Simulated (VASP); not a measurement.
A run of VASP 6.6.1:

INCAR

```
PREC = Accurate ; ENCUT = 520
EDIFF = 1E-6 ; ISMEAR = 0
SIGMA = 0.02 ; LREAL = False
LASPH = True ; NELM = 80
ALGO = Normal ; ISIF = 2
LWAVE = False ; LCHARG = False
GGA = PE ; NBANDS = 24
```

The input KPOINTS:

```
regular mesh
0
Gamma
  9 9 6
```

File POSCAR:

```
SrO
1.0
    3.5532880902      0.0000000000      0.0000000000
   -1.7766440451      3.0772377531      0.0000000000
    0.0000000000      0.0000000000      6.2173039800
Sr O
2 2
Direct
    0.3333333300      0.6666666700      0.2500000000
    0.6666666700      0.3333333300      0.7500000000
    0.1055360529      0.0000000000      0.0000000000
    0.0000000000      0.0000000000      0.5000000000
```

Potentials or basis: VASP PAW PBE potentials, release 64 (Sr_sv, O).

Run with:

```sh
$ cat potpaw_PBE.64/Sr_sv/POTCAR potpaw_PBE.64/O/POTCAR > POTCAR
$ mpirun -np 1 vasp_std > vasp.out
```

Hardware: 1 thread of Intel(R) Xeon(R) 6975P-C (Granite Rapids), with other jobs on the host.

Problem. How long does it take, and how much memory?

Solution. Run time: 120 s on 1 thread of Intel(R) Xeon(R) 6975P-C (Granite Rapids), on a shared host, peak memory 0.32 GiB. Counts: scf iterations 15, k points 140.
